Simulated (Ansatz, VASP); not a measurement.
PbO2: VASP beside Ansatz

INCAR

```
ALGO     = Normal         # electronic algorithm
EDIFF    = 1E-6           # SCF threshold, eV
ENCUT    = 520            # plane-wave cutoff, eV
GGA      = PE             # functional
ISIF     = 2              # what is computed and relaxed
ISMEAR   = 0              # smearing method
IVDW     = 12             # dispersion correction
LASPH    = T              # aspherical terms in the spheres
LCHARG   = T              # write CHGCAR
LELF     = T              # ELF
LREAL    = F              # projectors in reciprocal space
LVHAR    = T            
LWAVE    = F              # write WAVECAR
NBANDS   = 20             # bands
NELM     = 100            # most SCF steps
PREC     = Accurate       # precision mode
SIGMA    = 0.1            # smearing width, eV
```

Contents of KPOINTS:

```
k-points
0
Gamma
  6 6 6
```

Contents of POSCAR:

```
PbO2
1.0
    1.7417882000      1.0056219000      3.9410132000
   -1.7417882000      1.0056219000      3.9410132000
    0.0000000000     -2.0112438000      3.9410132000
Pb O
1 2
Direct
    0.5000000000      0.5000000000      0.5000000000
    0.7495960000      0.7495960000      0.7495960000
    0.2504040000      0.2504040000      0.2504040000
```

Input for Ansatz:

```yaml
crystal:
  lattice:
    - [1.7417882, 1.0056219, 3.9410132]
    - [-1.7417882, 1.0056219, 3.9410132]
    - [0.0, -2.0112438, 3.9410132]
  atoms:
    - { symbol: Pb, position: [0.5, 0.5, 0.5] }
    - { symbol: O, position: [0.749596, 0.749596, 0.749596] }
    - { symbol: O, position: [0.250404, 0.250404, 0.250404] }
basis:
  ecutwfc: 420
kpoints:
  mp_grid: { grid: [6, 6, 6] }
hamiltonian:
  xc: pbe
  dispersion: d3bj
scf:
  occupations: { method: gaussian, width: 0.1 }
  lower_state_search: "off"
output:
  forces: true
  stress: true
  eigenvalues: true
```

Alike in both runs: task single point; functional PBE; dispersion D3(BJ); k mesh 6 × 6 × 6; occupations gaussian, width 0.1 eV; no spin polarisation.

```csv
,VASP,Ansatz
version,VASP 6.6.1,Ansatz 0.2.0
potentials or method,"VASP PAW PBE potentials, release 64 (Pb_d, O), cutoff 520 eV","scalar-relativistic, plane waves, PAW"
valence electrons in the cell,26,26
```

Ansatz gave:

| Property | Result |
| --- | --- |
| gap on the k mesh at the Fermi level (eV) | none |
| pressure (GPa) | 0.0 |
| traceless stress, the component that is largest in VASP (GPa) | -0.08 |
| rms of the force components (eV/Å) | 0.001 |

What did VASP give for the same quantities?

gap on the k mesh at the Fermi level (eV): none; pressure (GPa): 0.3; traceless stress, the component that is largest in VASP (GPa): -0.37; rms of the force components (eV/Å): 0.016.

Atom by atom the forces differ by 0.014 eV/Å (rms over components). A gap of «none» marks a metal or a gap that the smearing closes.

Spin-orbit coupling is off throughout.
